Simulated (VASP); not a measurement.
Set up this calculation in VASP 6.6.1, as the native input.

| Item | Value |
| --- | --- |
| Task | single point |
| Functional | PBEsol |
| Potentials or basis | VASP PAW PBE potentials, release 64 (Zr_sv, H) |
| Cutoff | 520 eV |
| k mesh | 11 × 11 × 11 |
| Occupations | methfessel-paxton, width 0.1 eV |
| Spin | no spin polarisation |
| Dipole correction | no |
| Further INCAR settings | ALGO = Normal; EDIFF = 1e-06; NBANDS = 16 |

The structure of ZrH3 lies in POSCAR:

```
ZrH3
1.0
    3.1260380000     -0.0156301900      0.0000000000
   -0.0156301900      3.1260380000      0.0000000000
    0.0000000000      0.0000000000      3.1260380000
Zr H
1 3
Direct
    0.0000000000      0.0000000000      0.0000000000
    0.0000000000      0.5000000000      0.5000000000
    0.5000000000      0.0000000000      0.5000000000
    0.5000000000      0.5000000000      0.0000000000
```

One way to write it, as run:

INCAR

```
ALGO = Normal
EDIFF = 1E-6
ENCUT = 520
GGA = PS
ISIF = 2
ISMEAR = 1
LASPH = T
LCHARG = F
LREAL = F
LWAVE = F
NBANDS = 16
NELM = 80
PREC = Accurate
SIGMA = 0.1
```

KPOINTS

```
k-points
0
Gamma
  11 11 11
```

Potentials or basis: VASP PAW PBE potentials, release 64 (Zr_sv, H).

Command:

```bash
$ cat potpaw_PBE.64/Zr_sv/POTCAR potpaw_PBE.64/H/POTCAR > POTCAR
$ mpirun -np 1 vasp_std > vasp.out
```

Results of the run:

| Quantity | Value |
| --- | --- |
| Pressure | -4.5 GPa |

Caveat: the PAW data sets were made with another functional, which shifts forces and pressure a little.

Wall time 80 s on 1 thread of Intel(R) Xeon(R) Platinum 8259CL CPU @ 2.50GHz (Skylake/Cascade Lake), with other jobs on the host, peak memory 0.21 GiB.
